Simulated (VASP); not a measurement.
# Sn (Fmmm) in VASP: notebook

The runs below take Sn through single point, with PBEsol.

Program: VASP 6.6.1. These are calculated values, not measurements. Logs are shortened: lines on timing, memory, paths and dates and some standing lists are left out, and cuts for length are marked.

## (1) The cell of the first run

Symmetry: Fmmm, No. 69, orthorhombic system. Conventional cell: a = 3.789 Å, b = 5.252 Å, c = 5.466 Å, α = 90.00°, β = 90.00°, γ = 90.00°. Within 4.3 Å of Sn (site symmetry mmm) lie 14 Sn at 3.24 to 3.79 Å.

## (2) Single point, PBEsol (strain -0.0400 x Voigt [0, 0, 0, 0, 0, 1])

File INCAR:

```
SYSTEM = Sn
  ALGO = Fast
  EDIFF = 1E-6
  ENCUT = 520
  GGA = PS
  ISIF = 2
  ISMEAR = 0
  LASPH = .True.
  LCHARG = .True.
  LELF = .True.
  LREAL = .False.
  LVHAR = .True.
  LWAVE = .False.
  NBANDS = 13
  NELM = 60
  PREC = Accurate
  SIGMA = 0.15
```

File KPOINTS:

```
k-points
0
Gamma
  18 18 18
  0 0 0
```

File POSCAR:

```
Sn
1.0
   -1.9325448556      1.9325448556      1.8946518192
    1.9325448556     -1.9325448556      1.8946518192
    1.8567587828      1.8567587828     -1.8946518192
Sn
1
Direct
    0.0000000000      0.0000000000      0.0000000000
```

Potentials or basis: VASP PAW PBE potentials, release 64 (Sn_d).

Launch:

```console
> cat potpaw_PBE.64/Sn_d/POTCAR > POTCAR
> mpirun -np 1 vasp_std > vasp.out
```

OUTCAR:

```text
SYSTEM = Sn
   EDIFF = 1E-6
   ENCUT = 520
   GGA = PS
   ISIF = 2
   ISMEAR = 0
   LASPH = .True.
   LREAL = .False.
   NELM = 60
   PREC = Accurate

 ion  position               nearest neighbor table
   1  0.000  0.000  0.000-

  LATTYP: Found a face centered orthorhombic cell.
 ALAT       =     3.7893036384
 B/A-ratio  =     1.3859292911
 C/A-ratio  =     1.4424978336

  Lattice vectors:

 A1 = (  -0.0757860728,   3.7893036384,   0.0000000000)
 A2 = (  -1.9325448556,   1.9325448556,   1.8946518192)
 A3 = (   1.8567587828,   1.8567587828,   1.8946518192)

Analysis of symmetry for initial positions (statically):
=====================================================================
 Subroutine PRICEL returns:
 Original cell was already a primitive cell.

 Routine SETGRP: Setting up the symmetry group for a
 face centered orthorhombic supercell.

 Subroutine GETGRP returns: Found  8 space group operations
 (whereof  8 operations were pure point group operations)
 out of a pool of  8 trial point group operations.

The static configuration has the point symmetry D_2h.

Analysis of symmetry for dynamics (positions and initial velocities):
=====================================================================
 Subroutine PRICEL returns:
 Original cell was already a primitive cell.

 Routine SETGRP: Setting up the symmetry group for a
 face centered orthorhombic supercell.

 Subroutine GETGRP returns: Found  8 space group operations
 (whereof  8 operations were pure point group operations)
 out of a pool of  8 trial point group operations.

The dynamic configuration has the point symmetry D_2h.

 Subroutine INISYM returns: Found  8 space group operations
 (whereof  8 operations are pure point group operations),
 and found     1 'primitive' translations

----------------------------------------------------------------------------------------

                                     Primitive cell

  volume of cell :      27.1941

  direct lattice vectors                    reciprocal lattice vectors
    -1.932544856  1.932544856  1.894651819     0.005280127  0.264006333  0.263900731
     1.932544856 -1.932544856  1.894651819     0.264006333  0.005280127  0.263900731
     1.856758783  1.856758783 -1.894651819     0.269286460  0.269286460  0.000000000

  length of vectors
     3.325532251  3.325532251  3.238025922     0.373324014  0.373324014  0.380828564

  position of ions in fractional coordinates (direct lattice)
     0.000000000  0.000000000  0.000000000

  ion indices of the primitive-cell ions
   primitive index   ion index
                 1           1

----------------------------------------------------------------------------------------

 KPOINTS: k-points

Automatic generation of k-mesh.
 Grid dimensions read from file:
 generate k-points for:   18   18   18

 Generating k-lattice:

  Cartesian coordinates                     Fractional coordinates (reciprocal lattice)
     0.000293340  0.014667019  0.014661152     0.055555556 -0.000000000  0.000000000
     0.014667019  0.000293340  0.014661152    -0.000000000  0.055555556  0.000000000
     0.014960359  0.014960359  0.000000000     0.000000000  0.000000000  0.055555556

  Length of vectors
     0.020740223  0.020740223  0.021157142

  Shift w.r.t. Gamma in fractional coordinates (k-lattice)
     0.000000000  0.000000000  0.000000000

 Subroutine IBZKPT returns following result:
 ===========================================

 Found    865 irreducible k-points:

 Following reciprocal coordinates:
            Coordinates               Weight
  0.000000  0.000000  0.000000      1.000000
  0.055556 -0.000000 -0.000000      8.000000
  0.111111 -0.000000 -0.000000      8.000000
  0.166667 -0.000000  0.000000      8.000000
  0.222222 -0.000000  0.000000      8.000000
  0.277778  0.000000  0.000000      8.000000
[... 16 lines left out ...]
 -0.277778  0.055556 -0.000000      8.000000
 -0.222222  0.055556 -0.000000      8.000000
 [... further k-points ...]
   k-points           NKPTS =    865   k-points in BZ     NKDIM =    865   number of bands    NBANDS=     13
   number of dos      NEDOS =    301   number of ions     NIONS =      1
   total plane-waves  NPLWV =  18816
   dimension x,y,z NGX =    28 NGY =   28 NGZ =   24
   dimension x,y,z NGXF=    56 NGYF=   56 NGZF=   48
   ions per type =               1
   NGX,Y,Z   is equivalent  to a cutoff of  14.00, 14.00, 12.32 a.u.
   NGXF,Y,Z  is equivalent  to a cutoff of  27.99, 27.99, 24.64 a.u.
 SYSTEM =  Sn
   PREC   = accura    normal or accurate (medium, high low for compatibility)
   ISTART =      0    job   : 0-new  1-cont  2-samecut
   ICHARG =      2    charge: 1-file 2-atom 10-const
   ISPIN  =      1    spin polarized calculation?
   LNONCOLLINEAR =      F non collinear calculations
   LSORBIT =      F    spin-orbit coupling
   LASPH  =      T    aspherical Exc in radial PAW
   ENCUT  =  520.0 eV  38.22 Ry    6.18 a.u.   6.18  6.18  6.02*2*pi/ulx,y,z
   NELM   =     60;   NELMIN=  2; NELMDL= -5     # of ELM steps
   EDIFF  = 0.1E-05   stopping-criterion for ELM
   LREAL  =      F    real-space projection
   EDIFFG = 0.1E-04   stopping-criterion for IOM
   NSW    =      0    number of steps for IOM
   IBRION =     -1    ionic relax: 0-MD 1-quasi-New 2-CG
   NFREE  =      0    steps in history (QN), initial steepest desc. (CG)
   ISIF   =      2    stress and relaxation
   ISYM   =      2    0-nonsym 1-usesym 2-fastsym
   POTIM  = 0.5000    time-step for ionic-motion
   TEBEG  =    0.0;   TEEND  =   0.0 temperature during run
   PSTRESS=    0.0 pullay stress
   NELECT =      14.0000    total number of electrons
   NUPDOWN=      -1.0000    fix difference up-down
   EMIN   =  10.00;   EMAX   =-10.00  energy-range for DOS
   EFERMI =   0.00;   METHOD = LEGACY
   ISMEAR =     0;   SIGMA  =   0.15  broadening in eV -4-tet -1-fermi 0-gaus
   EFERMI_NEDOS =   21; number of points for ismear=-14 and -15
   IALGO  =     68    algorithm
   IMIX   =      4    mixing-type and parameters
     AMIX     =   0.40;   BMIX     =  1.00
     AMIX_MAG =   1.60;   BMIX_MAG =  1.00
  volume/ion in A,a.u.               =      27.19       183.51
  Fermi-wavevector in a.u.,A,eV,Ry     =   1.312077  2.479466 23.423059  1.721546
  Thomas-Fermi vector in A             =   2.442494
   LORBIT       =      0    0 simple, 1 ext, 2 COOP (PROOUT), +10 PAW based schemes
   GGA     = PS    functional components
   LHFCALC =     F    Hartree Fock is set to
   AEXX    =    0.0000 exact exchange contribution
   IVDW    =     0    specifies the selected vdW correction
   LEPSILON=     F    determine dielectric tensor
   LRPA    =     F    only Hartree local field effects (RPA)
 non-spin polarized calculation
 RMM-DIIS sequential band-by-band and
 Gauss-broadening in eV      SIGMA  =   0.15
  energy-cutoff  :      520.00
  volume of cell :       27.19
 maximum number of plane-waves:       750
 NGX is ok and might be reduce to    28
   NGX = 13   NGY = 13   NGZ = 13

 number of electron      14.0000001 magnetization

 Free energy of the ion-electron system (eV)
  ---------------------------------------------------
  ext. energy  EPLUGINS =         0.00000000
  ---------------------------------------------------
  free energy    TOTEN  =        -4.22453977 eV

  energy without entropy =       -4.21798059  energy(sigma->0) =       -4.22126018

 E-fermi :   7.9126     XC(G=0): -10.5025

 val. band max:        7.9062785412   @ k =   0.2778   0.2222   0.0000
 cond. band min:       7.9203245516   @ k =  -0.3889  -0.3889   0.3333
 fundamental gap:      0.0140460104
 Fermi energy:         7.9126221011

 k-point     1 :       0.0000    0.0000    0.0000
  band No.  band energies     occupation
      1     -13.5465      2.00000
      2     -13.5282      2.00000
      3     -13.5074      2.00000
      4     -13.3861      2.00000
      5     -13.3841      2.00000
      6      -3.1756      2.00000
      7      15.4558      0.00000
      8      15.8728      0.00000
      9      16.1888      0.00000
     10      19.8486      0.00000
     11      20.0502      0.00000
     12      20.3061      0.00000
     13      20.3705      0.00000

 k-point     2 :       0.0556   -0.0000   -0.0000
  band No.  band energies     occupation
      1     -13.5441      2.00000
      2     -13.5254      2.00000
      3     -13.5052      2.00000
      4     -13.3875      2.00000
      5     -13.3846      2.00000
      6      -3.1083      2.00000
      7      15.1029      0.00000
      8      15.4802      0.00000
      9      15.9573      0.00000
     10      19.0671      0.00000
     11      19.5198      0.00000
     12      19.9731      0.00000
     13      20.7942      0.00000

 k-point     3 :       0.1111   -0.0000   -0.0000
  band No.  band energies     occupation
      1     -13.5417      2.00000
      2     -13.5171      2.00000
      3     -13.4950      2.00000
      4     -13.3917      2.00000
      5     -13.3855      2.00000
      6      -2.9064      2.00000
      7      13.7921      0.00000
      8      14.7793      0.00000
      9      15.6267      0.00000
     10      18.1706      0.00000
     11      18.8578      0.00000
     12      19.7265      0.00000
     13      21.4443      0.00000

 k-point     4 :       0.1667   -0.0000    0.0000
  band No.  band energies     occupation
      1     -13.5439      2.00000
      2     -13.5083      2.00000
      3     -13.4705      2.00000
      4     -13.3975      2.00000
      5     -13.3865      2.00000
      6      -2.5694      2.00000
      7      12.0676      0.00000
      8      14.0385      0.00000
      9      15.2160      0.00000
     10      17.4504      0.00000
     11      18.2396      0.00000
     12      19.7523      0.00000
     13      21.7198      0.00000

 k-point     5 :       0.2222   -0.0000    0.0000
  band No.  band energies     occupation
      1     -13.5494      2.00000
      2     -13.5018      2.00000
      3     -13.4358      2.00000
      4     -13.4026      2.00000
      5     -13.3876      2.00000
      6      -2.0977      2.00000
      7      10.2874      0.00000
      8      13.3175      0.00000
      9      14.7625      0.00000
     10      16.8664      0.00000
     11      17.7025      0.00000
     12      20.0377      0.00000
     13      22.0310      0.00000
[... 257 lines left out ...]
 k-point    22 :      -0.3333    0.0556    0.0000
  band No.  band energies     occupation
      1     -13.5581      2.00000
      2     -13.4987      2.00000
      3     -13.4043      2.00000
      4     -13.3922      2.00000
      5     -13.3767      2.00000
      6      -1.1106      2.00000
      7       7.7956      1.73005
      8      11.8045      0.00000
      9      13.8399      0.00000
     10      16.9594      0.00000
     11      17.3851      0.00000
     12      20.4651      0.00000
     13      23.0485      0.00000

 k-point    23 :      -0.2778    0.0556   -0.0000
  band No.  band energies     occupation
      1     -13.5516      2.00000
      2     -13.5020      2.00000
      3     -13.4161      2.00000
      4     -13.4039      2.00000
      5     -13.3869      2.00000
      6      -1.7765      2.00000
      7       9.4576      0.00000
      8      12.3693      0.00000
      9      14.2541      0.00000
     10      17.3597      0.00000
     11      17.7759      0.00000
     12      19.9632      0.00000
     13      22.6372      0.00000

 k-point    24 :      -0.2222    0.0556   -0.0000
  band No.  band energies     occupation
      1     -13.5462      2.00000
      2     -13.5100      2.00000
      3     -13.4486      2.00000
      4     -13.3998      2.00000
      5     -13.3863      2.00000
      6      -2.3118      2.00000
      7      11.1633      0.00000
      8      13.0767      0.00000
      9      14.7277      0.00000
     10      17.8278      0.00000
     11      18.2024      0.00000
     12      19.6948      0.00000
     13      22.2657      0.00000

 [... further k-points ...]

------------------------ aborting loop because EDIFF is reached ----------------------------------------

  FORCE on cell =-STRESS in cart. coord.  units (eV):
  Direction    XX          YY          ZZ          XY          YZ          ZX
  --------------------------------------------------------------------------------------
  -------------------------------------------------------------------------------------
  Total       -0.3400625     -0.3400625     -0.2989581      0.1010376      0.0000000      0.0000000
  in kB      -20.0352526    -20.0352526    -17.6135323      5.9527701      0.0000000      0.0000000
  external PRESSURE =     -19.2280125 kB  Pullay stress =       0.0000000 kB

 VOLUME and BASIS-vectors are now :
 -----------------------------------------------------------------------------
  energy-cutoff  :      520.00
  volume of cell :       27.19
      direct lattice vectors                 reciprocal lattice vectors
    -1.932544856  1.932544856  1.894651819     0.005280127  0.264006333  0.263900731
     1.932544856 -1.932544856  1.894651819     0.264006333  0.005280127  0.263900731
     1.856758783  1.856758783 -1.894651819     0.269286460  0.269286460  0.000000000

 POSITION                                       TOTAL-FORCE (eV/Angst)
 -----------------------------------------------------------------------------------
      0.00000      0.00000      0.00000         0.000000      0.000000      0.000000
 -----------------------------------------------------------------------------------
    total drift:                                0.000000     -0.000000     -0.000000

  FREE ENERGIE OF THE ION-ELECTRON SYSTEM (eV)
  ---------------------------------------------------
  free  energy   TOTEN  =        -4.2245397690 eV

  energy  without entropy=       -4.2179805942  energy(sigma->0) =       -4.22126018
```

It took 3.8 min on 1 thread of Intel Xeon Platinum 8259CL at 2.50GHz (Skylake/Cascade Lake), shared host; peak memory 0.38 GiB.

What came out:

* Free energy: -4.2245 eV
* Pressure: -1.9 GPa
* Band gap on the k mesh: zero (bands 7 and 8 overlap by 10.03 eV)

Caveat: the cell differs from its parent crystal (strain -0.0400 x Voigt [0, 0, 0, 0, 0, 1]); the PAW data sets were made with another functional, which shifts forces and pressure a little; spin-orbit coupling is left out, which moves the levels of the heavy elements.

## (3) Single point, PBEsol (strain +0.0300 x Voigt [0, 0, 0, 0, 0, 1])

File INCAR:

```
SYSTEM = Sn
PREC = Accurate ; ENCUT = 520
EDIFF = 1E-7 ; ISMEAR = 0
SIGMA = 0.15 ; LREAL = .False.
LASPH = .True. ; NELM = 60
ALGO = Fast ; ISIF = 2
LWAVE = .False. ; LCHARG = .False.
GGA = PS ; NBANDS = 13
```

File KPOINTS:

```
Automatic mesh
0
Gamma
  18 18 18
  0 0 0
```

File POSCAR:

```
Sn
1.0
   -1.8662320419      1.8662320419      1.8946518192
    1.8662320419     -1.8662320419      1.8946518192
    1.9230715965      1.9230715965     -1.8946518192
Sn
1
Direct
    0.0000000000      0.0000000000      0.0000000000
```

Potentials or basis: VASP PAW PBE potentials, release 64 (Sn_d).

Launch:

```console
> cat potpaw_PBE.64/Sn_d/POTCAR > POTCAR
> mpirun -np 1 vasp_std > vasp.out
```

OUTCAR:

```text
SYSTEM = Sn
   PREC = Accurate
   ENCUT = 520
   EDIFF = 1E-7
   ISMEAR = 0
   LREAL = .False.
   LASPH = .True.
   NELM = 60
   ISIF = 2
   GGA = PS

 ion  position               nearest neighbor table
   1  0.000  0.000  0.000-

  LATTYP: Found a face centered orthorhombic cell.
 ALAT       =     3.7893036384
 B/A-ratio  =     1.3930003589
 C/A-ratio  =     1.4354267658

  Lattice vectors:

 A1 = (   3.7893036384,   0.0568395546,   0.0000000000)
 A2 = (   1.9230715965,   1.9230715965,   1.8946518192)
[... 564 lines left out ...]
     13      22.3448      0.00000

 [... further k-points ...]

------------------------ aborting loop because EDIFF is reached ----------------------------------------

  FORCE on cell =-STRESS in cart. coord.  units (eV):
  Direction    XX          YY          ZZ          XY          YZ          ZX
  --------------------------------------------------------------------------------------
  -------------------------------------------------------------------------------------
  Total       -0.3393968     -0.3393968     -0.3095674     -0.0585480      0.0000000      0.0000000
  in kB      -19.9925324    -19.9925324    -18.2353978     -3.4488322      0.0000000      0.0000000
  external PRESSURE =     -19.4068209 kB  Pullay stress =       0.0000000 kB

 VOLUME and BASIS-vectors are now :
 -----------------------------------------------------------------------------
  energy-cutoff  :      520.00
  volume of cell :       27.20
      direct lattice vectors                 reciprocal lattice vectors
    -1.866232042  1.866232042  1.894651819    -0.003959402  0.263960122  0.263900731
     1.866232042 -1.866232042  1.894651819     0.263960122 -0.003959402  0.263900731
     1.923071597  1.923071597 -1.894651819     0.260000720  0.260000720  0.000000000

 POSITION                                       TOTAL-FORCE (eV/Angst)
 -----------------------------------------------------------------------------------
      0.00000      0.00000      0.00000        -0.000000      0.000000     -0.000000
 -----------------------------------------------------------------------------------
    total drift:                               -0.000000     -0.000000      0.000000

  FREE ENERGIE OF THE ION-ELECTRON SYSTEM (eV)
  ---------------------------------------------------
  free  energy   TOTEN  =        -4.2252723510 eV

  energy  without entropy=       -4.2184860392  energy(sigma->0) =       -4.22187920
```

Run time: 3.3 min. Hardware: 1 thread of Intel Xeon Platinum 8259CL at 2.50GHz (Skylake/Cascade Lake), shared host; peak memory 0.37 GiB.

Results:

| Property | Result |
| --- | --- |
| Free energy | -4.2253 eV |
| Pressure | -1.9 GPa |
| Band gap on the k mesh | zero (bands 7 and 8 overlap by 10.13 eV) |

Levels at points of the mesh, in eV from the Fermi level:
| k point | band 4 | band 5 | band 6 | band 7 | band 8 | band 9 | band 10 | band 11 |
| --- | --- | --- | --- | --- | --- | --- | --- | --- |
| (0.00, 0.00, 0.00) | -21.30 | -21.30 | -11.09 | 7.65 | 7.96 | 8.20 | 11.97 | 12.13 |
| (0.50, 0.00, 0.00) | -21.30 | -21.21 | -6.42 | -4.42 | 3.56 | 5.49 | 7.77 | 8.47 |
| (0.50, 0.50, 0.00) | -21.31 | -21.20 | -6.18 | -4.35 | 3.38 | 5.34 | 7.74 | 8.17 |
| (0.00, 0.00, 0.50) | -21.30 | -21.22 | -6.65 | -4.48 | 3.83 | 5.54 | 8.18 | 8.38 |
| (0.50, 0.50, 0.50) | -21.23 | -21.22 | -2.49 | -0.61 | -0.47 | -0.33 | 3.85 | 3.85 |

Caveat: the cell differs from its parent crystal (strain +0.0300 x Voigt [0, 0, 0, 0, 0, 1]); the PAW data sets were made with another functional, which shifts forces and pressure a little; spin-orbit coupling is left out, which moves the levels of the heavy elements.
